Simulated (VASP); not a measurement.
# Rh (Fm-3m) in VASP: further runs, part 2 of 2

VASP 6.6.1.

**4. Single point, PBEsol**

This run uses another cell than the first one, of 13.51 Å³/atom, 1.015 times its volume.

The input, INCAR:

```
ALGO = Normal
EDIFF = 1E-6
ENCUT = 520
GGA = PS
ISIF = 2
ISMEAR = 0
LASPH = T
LCHARG = T
LELF = T
LREAL = F
LVHAR = T
LWAVE = F
NBANDS = 14
NELM = 100
PREC = Accurate
SIGMA = 0.05
```

The input, KPOINTS:

```
k-points
0
Gamma
  16 16 16
```

The input, POSCAR:

```
Rh
1.0
    0.0000000000      1.8901272751      1.8901272751
    1.8901272751      0.0000000000      1.8901272751
    1.8901272751      1.8901272751      0.0000000000
Rh
1
Direct
    0.0000000000      0.0000000000      0.0000000000
```

Potentials or basis: VASP PAW PBE potentials, release 64 (Rh_pv).

Run with:

```sh
$ cat potpaw_PBE.64/Rh_pv/POTCAR > POTCAR
$ mpirun -np 1 vasp_std > vasp.out
```

OUTCAR:

```text
EDIFF = 1E-6
   ENCUT = 520
   GGA = PS
   ISIF = 2
   ISMEAR = 0
   LASPH = T
   LREAL = F
   NELM = 100
   PREC = Accurate

 ion  position               nearest neighbor table
   1  0.000  0.000  0.000-

  LATTYP: Found a face centered cubic cell.
 ALAT       =     3.7802545502

  Lattice vectors:

 A1 = (   0.0000000000,   1.8901272751,   1.8901272751)
 A2 = (   1.8901272751,   0.0000000000,   1.8901272751)
 A3 = (   1.8901272751,   1.8901272751,   0.0000000000)

Analysis of symmetry for initial positions (statically):
=====================================================================
 Subroutine PRICEL returns:
 Original cell was already a primitive cell.

 Routine SETGRP: Setting up the symmetry group for a
 face centered cubic supercell.

 Subroutine GETGRP returns: Found 48 space group operations
 (whereof 48 operations were pure point group operations)
 out of a pool of 48 trial point group operations.

The static configuration has the point symmetry O_h .

Analysis of symmetry for dynamics (positions and initial velocities):
=====================================================================
[... 161 lines left out ...]
 Fermi energy:        12.0719401044

 k-point     1 :       0.0000    0.0000    0.0000
  band No.  band energies     occupation
      1     -34.2754      2.00000
      2     -34.2754      2.00000
      3     -34.2754      2.00000
      4       3.8987      2.00000
      5       8.9059      2.00000
      6       8.9059      2.00000
      7       8.9059      2.00000
      8      11.0793      2.00000
      9      11.0793      2.00000
     10      28.0049      0.00000
     11      32.4079      0.00000
     12      33.5579      0.00000
     13      33.5579      0.00000
     14      33.5579      0.00000
[... 377 lines left out ...]
      1     -34.3497      2.00000
      2     -34.2978      2.00000
      3     -34.2811      2.00000
      4       4.3186      2.00000
      5       8.6980      2.00000
      6       9.0560      2.00000
      7       9.1053      2.00000
      8      10.8841      2.00000
      9      11.1044      2.00000
     10      28.6123      0.00000
     11      31.8597      0.00000
     12      32.4147      0.00000
     13      33.6313      0.00000
     14      34.4347      0.00000

 [... further k-points ...]
[... 5 lines left out ...]
  --------------------------------------------------------------------------------------
  -------------------------------------------------------------------------------------
  Total       -0.0090913     -0.0090913     -0.0090913      0.0000000     -0.0000000      0.0000000
  in kB       -1.0785349     -1.0785349     -1.0785349      0.0000000     -0.0000000      0.0000000
  external PRESSURE =      -1.0785349 kB  Pullay stress =       0.0000000 kB

 VOLUME and BASIS-vectors are now :
 -----------------------------------------------------------------------------
  energy-cutoff  :      520.00
  volume of cell :       13.51
      direct lattice vectors                 reciprocal lattice vectors
     0.000000000  1.890127275  1.890127275    -0.264532451  0.264532451  0.264532451
     1.890127275  0.000000000  1.890127275     0.264532451 -0.264532451  0.264532451
     1.890127275  1.890127275  0.000000000     0.264532451  0.264532451 -0.264532451

 POSITION                                       TOTAL-FORCE (eV/Angst)
 -----------------------------------------------------------------------------------
      0.00000      0.00000      0.00000         0.000000      0.000000     -0.000000
 -----------------------------------------------------------------------------------
    total drift:                                0.000000     -0.000000     -0.000000

  FREE ENERGIE OF THE ION-ELECTRON SYSTEM (eV)
  ---------------------------------------------------
  free  energy   TOTEN  =        -8.1374856520 eV

  energy  without entropy=       -8.1353969469  energy(sigma->0) =       -8.13644130
```

OSZICAR:

```text
N       E                     dE             d eps       ncg     rms          rms(c)
DAV:   1     0.121194480725E+03    0.12119E+03   -0.86888E+03  4088   0.115E+03
DAV:   2    -0.713829290251E+01   -0.12833E+03   -0.12253E+03  4552   0.343E+02
DAV:   3    -0.876110600772E+01   -0.16228E+01   -0.16192E+01  4852   0.423E+01
DAV:   4    -0.876683089640E+01   -0.57249E-02   -0.57246E-02  4672   0.259E+00
DAV:   5    -0.876687939308E+01   -0.48497E-04   -0.48497E-04  4744   0.210E-01    0.115E+01
DAV:   6    -0.816475936867E+01    0.60212E+00   -0.10039E+00  4300   0.138E+01    0.363E+00
DAV:   7    -0.814235356583E+01    0.22406E-01   -0.23471E-02  4654   0.185E+00    0.165E+00
DAV:   8    -0.813778060160E+01    0.45730E-02   -0.54764E-03  4228   0.102E+00    0.255E-01
DAV:   9    -0.813748018458E+01    0.30042E-03   -0.32819E-04  4234   0.259E-01    0.287E-02
DAV:  10    -0.813748553816E+01   -0.53536E-05   -0.27336E-06  4670   0.186E-02    0.691E-03
DAV:  11    -0.813748565200E+01   -0.11385E-06   -0.81540E-07  2162   0.127E-02
   1 F= -.81374857E+01 E0= -.81364413E+01  d E =-.208871E-02
```

stdout:

```text
POSCAR found type information on POSCAR Rh
 POSCAR found :  1 types and       1 ions
 scaLAPACK will be used
 -----------------------------------------------------------------------------
|                                                                             |
|                                                                             |
|     You enforced a specific xc type in the INCAR file but a different       |
|     I HOPE YOU KNOW WHAT YOU ARE DOING!                                     |
|                                                                             |
 -----------------------------------------------------------------------------

 LDA part: xc-table for (Slater+PW92), standard interpolation
 POSCAR, INCAR and KPOINTS ok, starting setup
 FFT: planning ... GRIDC
 FFT: planning ... GRID_SOFT
 FFT: planning ... GRID
 WAVECAR not read
 entering main loop
```

Wall time 13 s (1 thread of Intel Xeon Platinum 8488C (Sapphire Rapids), shared host); peak memory 0.14 GiB.

Results:

| Item | Value |
| --- | --- |
| Free energy | -8.1375 eV |
| Pressure | -0.1 GPa |

Caveat: the PAW data sets were made with another functional, which shifts forces and pressure a little.

**5. Overview**

| cell | gap on the mesh (eV) | pressure (GPa) |
| --- | --- | --- |
| a = 2.660 Å, angles 60.0°, 1 atom | none | 4.2 |
| a = 2.687 Å, angles 60.0°, 1 atom | none | -4.5 |
| a = 2.673 Å, angles 60.0°, 1 atom | none | -0.1 |

Alike in all rows: task single point; level PBEsol; potentials or basis VASP PAW PBE potentials, release 64 (Rh_pv); no spin polarisation; k mesh 16 × 16 × 16; cutoff (eV) 520; smearing gaussian 0.05 eV.

Caveats: the PAW data sets were made with another functional, which shifts forces and pressure a little.

Absolute energies hang on the potentials; compare differences alone.
